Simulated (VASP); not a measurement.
Wanted: the native input for a VASP 6.6.1 run.

| Property | Result |
| --- | --- |
| Task | single point |
| Functional | PBEsol |
| Potentials or basis | VASP PAW PBE potentials, release 64 (Mg) |
| Cutoff | 520 eV |
| k mesh | 2 × 2 × 2 |
| Occupations | gaussian, width 0.1 eV |
| Spin | no spin polarisation |
| Dipole correction | no |
| Further INCAR settings | ALGO = Normal; EDIFF = 1e-06; NBANDS = 16 |

The structure of Mg (a cell with a defect) lies in POSCAR:

```
Mg
1.0
    0.0000000000      4.4885120000      4.4885120000
    4.4885120000      0.0000000000      4.4885120000
    4.4885120000      4.4885120000      0.0000000000
Mg
7
Direct
    0.0000000000      0.0000000000      0.2500000000
    0.0216911529      0.5505483777     -0.0361197653
   -0.0216911529      0.4494516223      0.5361197653
    0.5505483777      0.0216911529     -0.0361197653
    0.4494516223     -0.0216911529      0.5361197653
    0.5000000000      0.5000000000      0.0178544694
    0.5000000000      0.5000000000      0.4821455306
```

One way to write it, as run:

INCAR

```
SYSTEM = Mg
PREC = Accurate ; ENCUT = 520
EDIFF = 1E-6 ; ISMEAR = 0
SIGMA = 0.1 ; LREAL = .False.
LASPH = .True. ; NELM = 120
ALGO = Normal ; ISIF = 2
LWAVE = .False. ; LCHARG = .False.
GGA = PS ; NBANDS = 16
GGA_COMPAT = .False.
```

KPOINTS

```
Automatic mesh
0
Gamma
  2 2 2
  0 0 0
```

Potentials or basis: VASP PAW PBE potentials, release 64 (Mg).

The run is started by

```bash
$ cat potpaw_PBE.64/Mg/POTCAR > POTCAR
$ mpirun -np 1 vasp_std > vasp.out
```

It gave:

The pressure is -2.3 GPa and the largest force is 0.007 eV/Å. The band gap on the k mesh is zero (bands 7 and 8 overlap by 2.95 eV).

Caveat: the k points lie up to 0.61 Å⁻¹ apart, too coarse for converged energies and pressures of a metal; the PAW data sets were made with another functional, which shifts forces and pressure a little.

Wall time 26 s on 1 thread of Intel(R) Xeon(R) 6975P-C (Granite Rapids), on a shared host, peak memory 0.29 GiB.
